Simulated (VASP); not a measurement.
The system is CdSe (Cadmoselite).

```xyz
4
Lattice="4.3000 0.0000 0.0000 -2.1500 3.7239 0.0000 0.0000 0.0000 7.0200" Properties=species:S:1:pos:R:3 pbc="T T T"
Cd    2.1500    1.2413    3.5100
Cd    0.0000    2.4826    0.0000
Se    2.1500    1.2413    6.2127
Se    0.0000    2.4826    2.7027
```

Base run:

```yaml
Program: VASP 6.6.1
Functional: BLYP
Potentials_or_basis: VASP PAW PBE potentials, release 64 (Cd, Se)
Cutoff: 520 eV
k_mesh: 7 × 7 × 4
Occupations: fermi-dirac, width 0.05 eV
Spin: no spin polarisation
```

Its results: band gap on the k mesh 0.66 eV, direct; pressure 6.4 GPa; largest force 0.317 eV/Å.

Problem. After a change of settings the same cell gave: band gap on the k mesh 0.58 eV, direct; pressure 0.5 GPa; largest force 0.275 eV/Å. Which change was it?
A. functional from BLYP to PBE; occupations from fermi-dirac, width 0.05 eV to gaussian, width 0.021 eV
B. functional from BLYP to PBEsol; dispersion from none to D3(BJ)
C. functional from BLYP to PBE-based global hybrid; k mesh from 7 × 7 × 4 to 4 × 4 × 2
D. functional from BLYP to PBEsol

Solution. D.

PBEsol binds more tightly than BLYP, so the same cell stands under less pressure.

Caveats: the PAW data sets were made with another functional, which shifts forces and pressure a little.
